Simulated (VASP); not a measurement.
# Cd3SeS2 (P6_3mc) in VASP: single point with PBE

Aim: the single point of Cd3SeS2 with PBE.

Everything below comes from runs of VASP 6.6.1. Logs are shortened: lines on timing, memory, paths and dates and some standing lists are left out, and cuts for length are marked.

**1. The cell of the first run**

Symmetry: P6_3mc, No. 186, hexagonal system. Conventional cell: a = 4.257 Å, b = 4.257 Å, c = 20.823 Å, α = 90.00°, β = 90.00°, γ = 120.00°. Cd (site symmetry 3m) has 4 S at 2.57 to 2.59 Å within 3.4 Å. Cd (site symmetry 3m) has 1 S at 2.57 Å and 3 Se at 2.65 Å within 3.4 Å. Cd (site symmetry 3m) has 3 S at 2.58 Å and 1 Se at 2.69 Å within 3.4 Å. Se (site symmetry 3m) has 4 Cd at 2.65 to 2.69 Å within 3.5 Å. S (site symmetry 3m) has 4 Cd at 2.57 to 2.58 Å within 3.4 Å. Within 3.4 Å of S (site symmetry 3m) lie 4 Cd at 2.57 to 2.59 Å.

**2. Single point, PBE**

File INCAR:

```
PREC = Accurate
ENCUT = 520
EDIFF = 1E-7
ISMEAR = 0
SIGMA = 0.02
LREAL = False
LASPH = True
NELM = 80
ALGO = Normal
ISIF = 2
LWAVE = False
LCHARG = False
GGA = PE
NBANDS = 66
```

File KPOINTS:

```
regular mesh
0
Gamma
  6 6 2
```

File POSCAR:

```
Cd3SeS2
1.0
    4.2570224386      0.0000000000      0.0000000000
   -2.1285112193      3.6866895763      0.0000000000
    0.0000000000      0.0000000000     20.8231222513
Cd Se S
6 2 4
Direct
    0.6666666667      0.3333333333      0.9997847150
    0.6666666667      0.3333333333      0.3380024472
    0.6666666667      0.3333333333      0.6617888584
    0.3333333333      0.6666666667      0.1617888584
    0.3333333333      0.6666666667      0.4997847150
    0.3333333333      0.6666666667      0.8380024472
    0.6666666667      0.3333333333      0.7907641440
    0.3333333333      0.6666666667      0.2907641440
    0.6666666667      0.3333333333      0.1233557794
    0.6666666667      0.3333333333      0.4613040559
    0.3333333333      0.6666666667      0.6233557794
    0.3333333333      0.6666666667      0.9613040559
```

Potentials or basis: VASP PAW PBE potentials, release 64 (Cd, Se, S).

The run is started by

```bash
> cat potpaw_PBE.64/Cd/POTCAR potpaw_PBE.64/Se/POTCAR potpaw_PBE.64/S/POTCAR > POTCAR
> mpirun -np 1 vasp_std > vasp.out
```

OUTCAR:

```text
PREC = Accurate
   ENCUT = 520
   EDIFF = 1E-7
   ISMEAR = 0
   LREAL = False
   LASPH = True
   NELM = 80
   ISIF = 2
   GGA = PE

 ion  position               nearest neighbor table
   1  0.667  0.333  1.000-   9 2.57  12 2.59  12 2.59  12 2.59
   2  0.667  0.333  0.338-  10 2.57   8 2.65   8 2.65   8 2.65
   3  0.667  0.333  0.662-  11 2.58  11 2.58  11 2.58   7 2.69
   4  0.333  0.667  0.162-   9 2.58   9 2.58   9 2.58   8 2.69
   5  0.333  0.667  0.500-  11 2.57  10 2.59  10 2.59  10 2.59
   6  0.333  0.667  0.838-  12 2.57   7 2.65   7 2.65   7 2.65
   7  0.667  0.333  0.791-   6 2.65   6 2.65   6 2.65   3 2.69
   8  0.333  0.667  0.291-   2 2.65   2 2.65   2 2.65   4 2.69
   9  0.667  0.333  0.123-   1 2.57   4 2.58   4 2.58   4 2.58
  10  0.667  0.333  0.461-   2 2.57   5 2.59   5 2.59   5 2.59
  11  0.333  0.667  0.623-   5 2.57   3 2.58   3 2.58   3 2.58
  12  0.333  0.667  0.961-   6 2.57   1 2.59   1 2.59   1 2.59

  LATTYP: Found a hexagonal cell.
 ALAT       =     4.2570224386
 C/A-ratio  =     4.8914758030

  Lattice vectors:

 A1 = (   4.2570224386,   0.0000000000,   0.0000000000)
 A2 = (  -2.1285112193,   3.6866895763,   0.0000000000)
 A3 = (   0.0000000000,   0.0000000000,  20.8231222513)

Analysis of symmetry for initial positions (statically):
=====================================================================
 Subroutine PRICEL returns:
 Original cell was already a primitive cell.

 Routine SETGRP: Setting up the symmetry group for a
 hexagonal supercell.

 Subroutine GETGRP returns: Found 12 space group operations
 (whereof  6 operations were pure point group operations)
 out of a pool of 24 trial point group operations.

The static configuration has the point symmetry C_3v.
 The point group associated with its full space group is C_6v.

Analysis of symmetry for dynamics (positions and initial velocities):
=====================================================================
 Subroutine PRICEL returns:
 Original cell was already a primitive cell.

 Routine SETGRP: Setting up the symmetry group for a
 hexagonal supercell.

 Subroutine GETGRP returns: Found 12 space group operations
 (whereof  6 operations were pure point group operations)
 out of a pool of 24 trial point group operations.

The dynamic configuration has the point symmetry C_3v.
 The point group associated with its full space group is C_6v.

 Subroutine INISYM returns: Found 12 space group operations
 (whereof  6 operations are pure point group operations),
 and found     1 'primitive' translations

----------------------------------------------------------------------------------------

                                     Primitive cell

  volume of cell :     326.8047

  direct lattice vectors                    reciprocal lattice vectors
     4.257022439  0.000000000  0.000000000     0.234905973  0.135623027  0.000000000
    -2.128511219  3.686689576  0.000000000     0.000000000  0.271246054  0.000000000
     0.000000000  0.000000000 20.823122251     0.000000000  0.000000000  0.048023538

  length of vectors
     4.257022439  4.257022439 20.823122251     0.271246054  0.271246054  0.048023538

  position of ions in fractional coordinates (direct lattice)
     0.666666667  0.333333333  0.999784715
     0.666666667  0.333333333  0.338002447
     0.666666667  0.333333333  0.661788858
     0.333333333  0.666666667  0.161788858
     0.333333333  0.666666667  0.499784715
     0.333333333  0.666666667  0.838002447
     0.666666667  0.333333333  0.790764144
     0.333333333  0.666666667  0.290764144
     0.666666667  0.333333333  0.123355779
     0.666666667  0.333333333  0.461304056
     0.333333333  0.666666667  0.623355779
     0.333333333  0.666666667  0.961304056

  ion indices of the primitive-cell ions
   primitive index   ion index
                 1           1
                 2           2
                 3           3
                 4           4
                 5           5
                 6           6
                 7           7
                 8           8
                 9           9
                10          10
                11          11
                12          12

----------------------------------------------------------------------------------------

 KPOINTS: regular mesh

Automatic generation of k-mesh.
 Grid dimensions read from file:
 generate k-points for:    6    6    2

 Generating k-lattice:

  Cartesian coordinates                     Fractional coordinates (reciprocal lattice)
     0.039150996  0.022603838  0.000000000     0.166666667  0.000000000  0.000000000
     0.000000000  0.045207676  0.000000000     0.000000000  0.166666667  0.000000000
     0.000000000  0.000000000  0.024011769     0.000000000  0.000000000  0.500000000

  Length of vectors
     0.045207676  0.045207676  0.024011769

  Shift w.r.t. Gamma in fractional coordinates (k-lattice)
     0.000000000  0.000000000  0.000000000

 Subroutine IBZKPT returns following result:
 ===========================================

 Found     14 irreducible k-points:

 Following reciprocal coordinates:
            Coordinates               Weight
  0.000000  0.000000  0.000000      1.000000
  0.166667  0.000000  0.000000      6.000000
  0.333333  0.000000  0.000000      6.000000
  0.500000  0.000000  0.000000      3.000000
  0.166667  0.166667  0.000000      6.000000
  0.333333  0.166667  0.000000     12.000000
  0.333333  0.333333  0.000000      2.000000
  0.000000  0.000000  0.500000      1.000000
  0.166667  0.000000  0.500000      6.000000
  0.333333  0.000000  0.500000      6.000000
  0.500000  0.000000  0.500000      3.000000
  0.166667  0.166667  0.500000      6.000000
  0.333333  0.166667  0.500000     12.000000
  0.333333  0.333333  0.500000      2.000000
   k-points           NKPTS =     14   k-points in BZ     NKDIM =     14   number of bands    NBANDS=     66
   number of dos      NEDOS =    301   number of ions     NIONS =     12
   total plane-waves  NPLWV = 163840
   dimension x,y,z NGX =    32 NGY =   32 NGZ =  160
   dimension x,y,z NGXF=    64 NGYF=   64 NGZF=  320
   ions per type =               6   2   4
   NGX,Y,Z   is equivalent  to a cutoff of  12.50, 12.50, 12.77 a.u.
   NGXF,Y,Z  is equivalent  to a cutoff of  24.99, 24.99, 25.55 a.u.
 SYSTEM =  unknown system
   PREC   = accura    normal or accurate (medium, high low for compatibility)
   ISTART =      0    job   : 0-new  1-cont  2-samecut
   ICHARG =      2    charge: 1-file 2-atom 10-const
   ISPIN  =      1    spin polarized calculation?
   LNONCOLLINEAR =      F non collinear calculations
   LSORBIT =      F    spin-orbit coupling
   LASPH  =      T    aspherical Exc in radial PAW
   ENCUT  =  520.0 eV  38.22 Ry    6.18 a.u.   7.92  7.92 38.72*2*pi/ulx,y,z
   NELM   =     80;   NELMIN=  2; NELMDL= -5     # of ELM steps
   EDIFF  = 0.1E-06   stopping-criterion for ELM
   LREAL  =      F    real-space projection
   EDIFFG = 0.1E-05   stopping-criterion for IOM
   NSW    =      0    number of steps for IOM
   IBRION =     -1    ionic relax: 0-MD 1-quasi-New 2-CG
   NFREE  =      0    steps in history (QN), initial steepest desc. (CG)
   ISIF   =      2    stress and relaxation
   ISYM   =      2    0-nonsym 1-usesym 2-fastsym
   POTIM  = 0.5000    time-step for ionic-motion
   TEBEG  =    0.0;   TEEND  =   0.0 temperature during run
   PSTRESS=    0.0 pullay stress
   NELECT =     108.0000    total number of electrons
   NUPDOWN=      -1.0000    fix difference up-down
   EMIN   =  10.00;   EMAX   =-10.00  energy-range for DOS
   EFERMI =   0.00;   METHOD = LEGACY
   ISMEAR =     0;   SIGMA  =   0.02  broadening in eV -4-tet -1-fermi 0-gaus
   EFERMI_NEDOS =   21; number of points for ismear=-14 and -15
   IALGO  =     38    algorithm
   IMIX   =      4    mixing-type and parameters
     AMIX     =   0.40;   BMIX     =  1.00
     AMIX_MAG =   1.60;   BMIX_MAG =  1.00
  volume/ion in A,a.u.               =      27.23       183.78
  Fermi-wavevector in a.u.,A,eV,Ry     =   1.131844  2.138875 17.430032  1.281071
  Thomas-Fermi vector in A             =   2.268544
   LORBIT       =      0    0 simple, 1 ext, 2 COOP (PROOUT), +10 PAW based schemes
   GGA     = PE    functional components
   LHFCALC =     F    Hartree Fock is set to
   AEXX    =    0.0000 exact exchange contribution
   IVDW    =     0    specifies the selected vdW correction
   LEPSILON=     F    determine dielectric tensor
   LRPA    =     F    only Hartree local field effects (RPA)
 non-spin polarized calculation
 Gauss-broadening in eV      SIGMA  =   0.02
  energy-cutoff  :      520.00
  volume of cell :      326.80
 maximum number of plane-waves:      8886
 NGX is ok and might be reduce to    32
   NGX = 15   NGY = 15   NGZ = 77

 number of electron     108.0000017 magnetization

 Free energy of the ion-electron system (eV)
  ---------------------------------------------------
  ext. energy  EPLUGINS =         0.00000000
  ---------------------------------------------------
  free energy    TOTEN  =       -35.50492586 eV

  energy without entropy =      -35.50492586  energy(sigma->0) =      -35.50492586

 E-fermi :   1.0340     XC(G=0):  -8.8221

 val. band max:        0.9431168598   @ k =   0.0000   0.0000   0.0000
 cond. band min:       1.6712655761   @ k =   0.0000   0.0000   0.0000
 fundamental gap:      0.7281487162
 Fermi energy:         1.0340298162

 k-point     1 :       0.0000    0.0000    0.0000
  band No.  band energies     occupation
      1     -11.3837      2.00000
      2     -11.3012      2.00000
      3     -11.2780      2.00000
      4     -11.1198      2.00000
      5     -11.0862      2.00000
      6     -11.0119      2.00000
[... 58 lines left out ...]
     65       7.1293      0.00000
     66       7.1399      0.00000

 k-point     2 :       0.1667    0.0000    0.0000
  band No.  band energies     occupation
      1     -11.3024      2.00000
      2     -11.2292      2.00000
      3     -11.2077      2.00000
      4     -11.0694      2.00000
      5     -11.0404      2.00000
      6     -10.9766      2.00000
[... 58 lines left out ...]
     65       6.5247      0.00000
     66       7.2639      0.00000

 k-point     3 :       0.3333    0.0000    0.0000
  band No.  band energies     occupation
      1     -11.1264      2.00000
      2     -11.0787      2.00000
      3     -11.0601      2.00000
      4     -10.9743      2.00000
      5     -10.9542      2.00000
      6     -10.9170      2.00000
[... 748 lines left out ...]
     65       6.5988      0.00000
     66       6.5988      0.00000

 k-point    14 :       0.3333    0.3333    0.5000
  band No.  band energies     occupation
      1     -10.9453      2.00000
      2     -10.9453      2.00000
      3     -10.9317      2.00000
      4     -10.9317      2.00000
      5     -10.9151      2.00000
      6     -10.9151      2.00000
[... 58 lines left out ...]
     65       6.9633      0.00000
     66       6.9633      0.00000

------------------------ aborting loop because EDIFF is reached ----------------------------------------

  FORCE on cell =-STRESS in cart. coord.  units (eV):
  Direction    XX          YY          ZZ          XY          YZ          ZX
  --------------------------------------------------------------------------------------
  -------------------------------------------------------------------------------------
  Total        0.5604409      0.5604409      0.5877302      0.0000000      0.0000000      0.0000000
  in kB        2.7475908      2.7475908      2.8813781      0.0000000      0.0000000      0.0000000
  external PRESSURE =       2.7921865 kB  Pullay stress =       0.0000000 kB

 VOLUME and BASIS-vectors are now :
 -----------------------------------------------------------------------------
  energy-cutoff  :      520.00
  volume of cell :      326.80
      direct lattice vectors                 reciprocal lattice vectors
     4.257022439  0.000000000  0.000000000     0.234905973  0.135623027  0.000000000
    -2.128511219  3.686689576  0.000000000     0.000000000  0.271246054  0.000000000
     0.000000000  0.000000000 20.823122251     0.000000000  0.000000000  0.048023538

 POSITION                                       TOTAL-FORCE (eV/Angst)
 -----------------------------------------------------------------------------------
      2.12851      1.22890     20.81864         0.000000      0.000000     -0.002880
      2.12851      1.22890      7.03827         0.000000     -0.000000     -0.000432
      2.12851      1.22890     13.78051        -0.000000      0.000000      0.000500
     -0.00000      2.45779      3.36895        -0.000000      0.000000      0.000500
     -0.00000      2.45779     10.40708        -0.000000      0.000000     -0.002880
     -0.00000      2.45779     17.44983        -0.000000      0.000000     -0.000432
      2.12851      1.22890     16.46618        -0.000000      0.000000     -0.005135
     -0.00000      2.45779      6.05462         0.000000     -0.000000     -0.005135
      2.12851      1.22890      2.56865         0.000000     -0.000000      0.005603
      2.12851      1.22890      9.60579         0.000000      0.000000      0.002345
     -0.00000      2.45779     12.98021        -0.000000      0.000000      0.005603
     -0.00000      2.45779     20.01735        -0.000000      0.000000      0.002345
 -----------------------------------------------------------------------------------
    total drift:                                0.000000      0.000000      0.002320

  FREE ENERGIE OF THE ION-ELECTRON SYSTEM (eV)
  ---------------------------------------------------
  free  energy   TOTEN  =       -35.5049258607 eV

  energy  without entropy=      -35.5049258607  energy(sigma->0) =      -35.50492586
```

It took 6.8 min on 1 thread of AMD EPYC 9755, shared host; peak memory 0.5 GiB.

What came out:

| Item | Value |
| --- | --- |
| Free energy | -35.5049 eV |
| Pressure | 0.3 GPa |
| Largest force | 0.006 eV/Å |
| Band gap on the k mesh | 0.73 eV, direct |

Forces on the atoms (eV/Å):
```
Cd   0.000  0.000 -0.003
Cd   0.000  0.000  0.000
Cd   0.000  0.000  0.001
Cd   0.000  0.000  0.001
Cd   0.000  0.000 -0.003
Cd   0.000  0.000  0.000
Se   0.000  0.000 -0.005
Se   0.000  0.000 -0.005
S    0.000  0.000  0.006
S    0.000  0.000  0.002
S    0.000  0.000  0.006
S    0.000  0.000  0.002
```
